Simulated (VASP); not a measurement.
# MgO (Fm-3m) in VASP: single point with PBEsol

Aim: the single point of MgO with PBEsol.

Program: VASP 6.6.1. These are calculated values, not measurements. Logs are shortened: lines on timing, memory, paths and dates and some standing lists are left out, and cuts for length are marked.

## 1. The cell of the first run

Symmetry: Fm-3m, No. 225, cubic system. The conventional cell has a = 4.214 Å, b = 4.214 Å, c = 4.214 Å, α = 90.00°, β = 90.00°, γ = 90.00°. Within 2.8 Å of O (site symmetry m-3m) lie 6 Mg at 2.11 Å. Within 2.8 Å of Mg (site symmetry m-3m) lie 6 O at 2.11 Å.

## 2. Single point, PBEsol

File INCAR:

```
  PREC = Accurate
  ENCUT = 520
  EDIFF = 1E-7
  ISMEAR = -1
  SIGMA = 0.05
  LREAL = Auto
  LASPH = T
  NELM = 60
  ALGO = Normal
  ISIF = 2
  LWAVE = F
  LCHARG = F
  GGA = PS
  NBANDS = 166
  LUSENCCL = F
```

File KPOINTS:

```
regular mesh
0
Gamma
  3 3 3
```

File POSCAR:

```
MgO
1.0
    8.4288080000      0.0000000000      0.0000000000
    0.0000000000      8.4288080000      0.0000000000
    0.0000000000      0.0000000000      8.4288080000
O Mg
32 32
Direct
    0.2500000000      0.0000000000      0.0000000000
    0.2500000000      0.0000000000      0.5000000000
    0.2500000000      0.5000000000      0.0000000000
    0.2500000000      0.5000000000      0.5000000000
    0.7500000000      0.0000000000      0.0000000000
    0.7500000000      0.0000000000      0.5000000000
    0.7500000000      0.5000000000      0.0000000000
    0.7500000000      0.5000000000      0.5000000000
    0.0000000000      0.2500000000      0.0000000000
    0.0000000000      0.2500000000      0.5000000000
    0.0000000000      0.7500000000      0.0000000000
    0.0000000000      0.7500000000      0.5000000000
    0.5000000000      0.2500000000      0.0000000000
    0.5000000000      0.2500000000      0.5000000000
    0.5000000000      0.7500000000      0.0000000000
    0.5000000000      0.7500000000      0.5000000000
    0.0000000000      0.0000000000      0.2500000000
    0.0000000000      0.0000000000      0.7500000000
    0.0000000000      0.5000000000      0.2500000000
    0.0000000000      0.5000000000      0.7500000000
    0.5000000000      0.0000000000      0.2500000000
    0.5000000000      0.0000000000      0.7500000000
    0.5000000000      0.5000000000      0.2500000000
    0.5000000000      0.5000000000      0.7500000000
    0.2500000000      0.2500000000      0.2500000000
    0.2500000000      0.2500000000      0.7500000000
    0.2500000000      0.7500000000      0.2500000000
    0.2500000000      0.7500000000      0.7500000000
    0.7500000000      0.2500000000      0.2500000000
    0.7500000000      0.2500000000      0.7500000000
    0.7500000000      0.7500000000      0.2500000000
    0.7500000000      0.7500000000      0.7500000000
    0.0000000000      0.0000000000      0.0000000000
    0.0000000000      0.0000000000      0.5000000000
    0.0000000000      0.5000000000      0.0000000000
    0.0000000000      0.5000000000      0.5000000000
    0.5000000000      0.0000000000      0.0000000000
    0.5000000000      0.0000000000      0.5000000000
    0.5000000000      0.5000000000      0.0000000000
    0.5000000000      0.5000000000      0.5000000000
    0.2500000000      0.2500000000      0.0000000000
    0.2500000000      0.2500000000      0.5000000000
    0.2500000000      0.7500000000      0.0000000000
    0.2500000000      0.7500000000      0.5000000000
    0.7500000000      0.2500000000      0.0000000000
    0.7500000000      0.2500000000      0.5000000000
    0.7500000000      0.7500000000      0.0000000000
    0.7500000000      0.7500000000      0.5000000000
    0.2500000000      0.0000000000      0.2500000000
    0.2500000000      0.0000000000      0.7500000000
    0.2500000000      0.5000000000      0.2500000000
    0.2500000000      0.5000000000      0.7500000000
    0.7500000000      0.0000000000      0.2500000000
    0.7500000000      0.0000000000      0.7500000000
    0.7500000000      0.5000000000      0.2500000000
    0.7500000000      0.5000000000      0.7500000000
    0.0000000000      0.2500000000      0.2500000000
    0.0000000000      0.2500000000      0.7500000000
    0.0000000000      0.7500000000      0.2500000000
    0.0000000000      0.7500000000      0.7500000000
    0.5000000000      0.2500000000      0.2500000000
    0.5000000000      0.2500000000      0.7500000000
    0.5000000000      0.7500000000      0.2500000000
    0.5000000000      0.7500000000      0.7500000000
```

Potentials or basis: VASP PAW PBE potentials, release 64 (O, Mg).

On the command line:

```console
cat potpaw_PBE.64/O/POTCAR potpaw_PBE.64/Mg/POTCAR > POTCAR
mpirun -np 1 vasp_std > vasp.out
```

OUTCAR:

```text
PREC = Accurate
   ENCUT = 520
   EDIFF = 1E-7
   ISMEAR = -1
   LREAL = Auto
   LASPH = T
   NELM = 60
   ISIF = 2
   GGA = PS

 ion  position               nearest neighbor table
   1  0.250  0.000  0.000-  33 2.11  37 2.11  41 2.11  43 2.11  49 2.11  50 2.11
   2  0.250  0.000  0.500-  34 2.11  38 2.11  42 2.11  44 2.11  49 2.11  50 2.11
   3  0.250  0.500  0.000-  35 2.11  39 2.11  41 2.11  43 2.11  51 2.11  52 2.11
   4  0.250  0.500  0.500-  36 2.11  40 2.11  42 2.11  44 2.11  51 2.11  52 2.11
   5  0.750  0.000  0.000-  33 2.11  37 2.11  45 2.11  47 2.11  53 2.11  54 2.11
   6  0.750  0.000  0.500-  34 2.11  38 2.11  46 2.11  48 2.11  53 2.11  54 2.11
[... 76 lines left out ...]
  58  0.000  0.250  0.750-   9 2.11  10 2.11  18 2.11  20 2.11  26 2.11  30 2.11  33 2.98  34 2.98
                            35 2.98  36 2.98  41 2.98  42 2.98  45 2.98  46 2.98  50 2.98  52 2.98
  59  0.000  0.750  0.250-  11 2.11  12 2.11  17 2.11  19 2.11  27 2.11  31 2.11  33 2.98  34 2.98
                            35 2.98  36 2.98  43 2.98  44 2.98  47 2.98  48 2.98  49 2.98  51 2.98
  60  0.000  0.750  0.750-  11 2.11  12 2.11  18 2.11  20 2.11  28 2.11  32 2.11  33 2.98  34 2.98
                            35 2.98  36 2.98  43 2.98  44 2.98  47 2.98  48 2.98  50 2.98  52 2.98
  61  0.500  0.250  0.250-  13 2.11  14 2.11  21 2.11  23 2.11  25 2.11  29 2.11  37 2.98  38 2.98
                            39 2.98  40 2.98  41 2.98  42 2.98  45 2.98  46 2.98  49 2.98  51 2.98
  62  0.500  0.250  0.750-  13 2.11  14 2.11  22 2.11  24 2.11  26 2.11  30 2.11  37 2.98  38 2.98
                            39 2.98  40 2.98  41 2.98  42 2.98  45 2.98  46 2.98  50 2.98  52 2.98
  63  0.500  0.750  0.250-  15 2.11  16 2.11  21 2.11  23 2.11  27 2.11  31 2.11  37 2.98  38 2.98
                            39 2.98  40 2.98  43 2.98  44 2.98  47 2.98  48 2.98  49 2.98  51 2.98
  64  0.500  0.750  0.750-  15 2.11  16 2.11  22 2.11  24 2.11  28 2.11  32 2.11  37 2.98  38 2.98
                            39 2.98  40 2.98  43 2.98  44 2.98  47 2.98  48 2.98  50 2.98  52 2.98

  LATTYP: Found a simple cubic cell.
 ALAT       =     8.4288080000

  Lattice vectors:

 A1 = (   8.4288080000,   0.0000000000,   0.0000000000)
 A2 = (   0.0000000000,   8.4288080000,   0.0000000000)
 A3 = (   0.0000000000,   0.0000000000,   8.4288080000)

Analysis of symmetry for initial positions (statically):
=====================================================================
 Subroutine PRICEL returns following result:

  LATTYP: Found a face centered cubic cell.
 ALAT       =     4.2144040000

  Lattice vectors:

 A1 = (   2.1072020000,  -2.1072020000,   0.0000000000)
 A2 = (   2.1072020000,   0.0000000000,   2.1072020000)
 A3 = (   0.0000000000,  -2.1072020000,   2.1072020000)

  32 primitive cells build up your supercell.

 Routine SETGRP: Setting up the symmetry group for a
 simple cubic supercell.

[... 118 lines left out ...]
   NELECT =     256.0000    total number of electrons
   NUPDOWN=      -1.0000    fix difference up-down
   EMIN   =  10.00;   EMAX   =-10.00  energy-range for DOS
   EFERMI =   0.00;   METHOD = LEGACY
   ISMEAR =    -1;   SIGMA  =   0.05  broadening in eV -4-tet -1-fermi 0-gaus
   EFERMI_NEDOS =   21; number of points for ismear=-14 and -15
   IALGO  =     38    algorithm
   IMIX   =      4    mixing-type and parameters
     AMIX     =   0.40;   BMIX     =  1.00
     AMIX_MAG =   1.60;   BMIX_MAG =  1.00
  volume/ion in A,a.u.               =       9.36        63.14
  Fermi-wavevector in a.u.,A,eV,Ry     =   1.233262  2.330527 20.693577  1.520935
  Thomas-Fermi vector in A             =   2.367999
   LORBIT       =      0    0 simple, 1 ext, 2 COOP (PROOUT), +10 PAW based schemes
   GGA     = PS    functional components
   LHFCALC =     F    Hartree Fock is set to
   AEXX    =    0.0000 exact exchange contribution
   IVDW    =     0    specifies the selected vdW correction
   LEPSILON=     F    determine dielectric tensor
   LRPA    =     F    only Hartree local field effects (RPA)
 non-spin polarized calculation
  energy-cutoff  :      520.00
  volume of cell :      598.82
 maximum number of plane-waves:     16180
 NGX is ok and might be reduce to    64
   NGX = 31   NGY = 31   NGZ = 31

 number of electron     255.9999894 magnetization

 Free energy of the ion-electron system (eV)
  ---------------------------------------------------
  ext. energy  EPLUGINS =         0.00000000
  ---------------------------------------------------
  free energy    TOTEN  =      -400.41620109 eV

  energy without entropy =     -400.41620109  energy(sigma->0) =     -400.41620109

 E-fermi :   4.2013     XC(G=0): -11.3023

 val. band max:        3.0547216476   @ k =   0.0000   0.0000   0.0000
 cond. band min:       7.6726987313   @ k =   0.0000   0.0000   0.0000
 fundamental gap:      4.6179770837
 Fermi energy:         4.2012925137

 k-point     1 :       0.0000    0.0000    0.0000
  band No.  band energies     occupation
      1     -14.1427      2.00000
      2     -13.3786      2.00000
      3     -13.3786      2.00000
      4     -13.3786      2.00000
      5     -13.3786      2.00000
      6     -13.3786      2.00000
[... 561 lines left out ...]
    139      11.8936      0.00000
    140      12.3567      0.00000
 [bands above 140 left out]

------------------------ aborting loop because EDIFF is reached ----------------------------------------

  FORCE on cell =-STRESS in cart. coord.  units (eV):
  Direction    XX          YY          ZZ          XY          YZ          ZX
  --------------------------------------------------------------------------------------
  -------------------------------------------------------------------------------------
  Total       -1.8034918     -1.8034918     -1.8034918      0.0000000     -0.0000000      0.0000000
  in kB       -4.8253218     -4.8253218     -4.8253218      0.0000000     -0.0000000      0.0000000
  external PRESSURE =      -4.8253218 kB  Pullay stress =       0.0000000 kB

 VOLUME and BASIS-vectors are now :
 -----------------------------------------------------------------------------
  energy-cutoff  :      520.00
  volume of cell :      598.82
      direct lattice vectors                 reciprocal lattice vectors
     8.428808000  0.000000000  0.000000000     0.118640738  0.000000000  0.000000000
     0.000000000  8.428808000  0.000000000     0.000000000  0.118640738  0.000000000
     0.000000000  0.000000000  8.428808000     0.000000000  0.000000000  0.118640738

 POSITION                                       TOTAL-FORCE (eV/Angst)
 -----------------------------------------------------------------------------------
      2.10720      0.00000      0.00000        -0.000000     -0.000000      0.000000
      2.10720      0.00000      4.21440         0.000000     -0.000000     -0.000000
      2.10720      4.21440      0.00000        -0.000000      0.000000     -0.000000
      2.10720      4.21440      4.21440         0.000000     -0.000000      0.000000
      6.32161      0.00000      0.00000         0.000000     -0.000000      0.000000
      6.32161      0.00000      4.21440        -0.000000      0.000000     -0.000000
[... 56 lines left out ...]
      4.21440      6.32161      2.10720        -0.000000     -0.000000     -0.000000
      4.21440      6.32161      6.32161        -0.000000      0.000000      0.000000
 -----------------------------------------------------------------------------------
    total drift:                                0.000000      0.000000      0.000000

  FREE ENERGIE OF THE ION-ELECTRON SYSTEM (eV)
  ---------------------------------------------------
  free  energy   TOTEN  =      -400.4162010874 eV

  energy  without entropy=     -400.4162010874  energy(sigma->0) =     -400.41620109
```

It used 90 s of CPU time on 1 × NVIDIA H100 80GB with 1 thread of AMD EPYC 7R13 Processor (Zen 3), with other jobs on the host.

Results:

```yaml
Free_energy: -400.4162 eV
Pressure: -0.5 GPa
Band_gap_on_the_k_mesh: 4.62 eV
```

Caveat: the PAW data sets were made with another functional, which shifts forces and pressure a little.
